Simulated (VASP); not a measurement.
Wanted: the native input for a VASP 6.6.1 run.

| Quantity | Value |
| --- | --- |
| Task | single point |
| Functional | PBEsol |
| Potentials or basis | VASP PAW PBE potentials, release 64 (Ga_d, Sn_d, Au) |
| Cutoff | 520 eV |
| k mesh | 2 × 2 × 2, shifted |
| Occupations | gaussian, width 0.1 eV |
| Spin | no spin polarisation |
| Dipole correction | no |
| Further INCAR settings | LREAL = Auto; ALGO = Fast; EDIFF = 1e-06; NBANDS = 110; ISYM = 0 |

The structure of Ga3Sn3Au10 lies in POSCAR:

```
Ga3Sn3Au10
1.0
    6.8981086788     -0.4144268991     -0.0770145104
   -0.4144268991      6.7292980814      0.8811748092
   -0.0770145104      0.8811748092      6.7033190289
Ga Sn Au
3 3 10
Direct
    0.5406016945      0.4725809842      0.8695375454
    1.1453228613      0.4809122296      0.6425060265
    0.8147830579      0.7386589346      0.4201733697
    0.9796157650      0.0000474262     -0.0436670018
    0.2352870936      0.3061484801      0.1774782362
    0.7023688051      0.2425733415      0.2749744321
    0.5781632405      0.9208450741      0.0992211274
    0.9102624437      0.5282081773      0.9508181746
    1.0180642969      1.0533120610      0.5216337698
    0.3662346872     -0.0611152463      0.4358642922
    0.1195340426      0.6802523754      0.2539049808
    0.3692812712      0.1710216362      0.7421201111
    0.4779626254      0.5377714229      0.4197026435
    0.7826881963      0.3236554683      0.6494498510
    0.2865785862      0.7395889864      0.8630612868
    0.6720882842      0.8582251732      0.7218445231
```

The input as run:

INCAR

```
PREC = Accurate
ENCUT = 520
EDIFF = 1E-6
ISMEAR = 0
SIGMA = 0.1
LREAL = Auto
LASPH = True
NELM = 80
ALGO = Fast
ISIF = 2
LWAVE = False
LCHARG = False
GGA = PS
ISYM = 0
NBANDS = 110
```

KPOINTS

```
Automatic mesh
0
Gamma
  2 2 2
  0.5 0.5 0.5
```

Potentials or basis: VASP PAW PBE potentials, release 64 (Ga_d, Sn_d, Au).

The run is started by

```sh
$ cat potpaw_PBE.64/Ga_d/POTCAR potpaw_PBE.64/Sn_d/POTCAR potpaw_PBE.64/Au/POTCAR > POTCAR
$ mpirun -np 1 vasp_std > vasp.out
```

Results of the run:

```
Pressure               : -0.2 GPa
Largest force          : 0.025 eV/Å
Band gap on the k mesh : zero (an odd number of electrons rules out a gap without spin polarisation)
```

Caveat: the k points lie up to 0.48 Å⁻¹ apart, too coarse for converged energies and pressures of a metal; the PAW data sets were made with another functional, which shifts forces and pressure a little; spin-orbit coupling is left out, which moves the levels of the heavy elements.

Run time: 2.5 min on 1 thread of AMD EPYC 9R45 96-Core Processor (Zen 5), with other jobs on the host, peak memory 0.39 GiB.
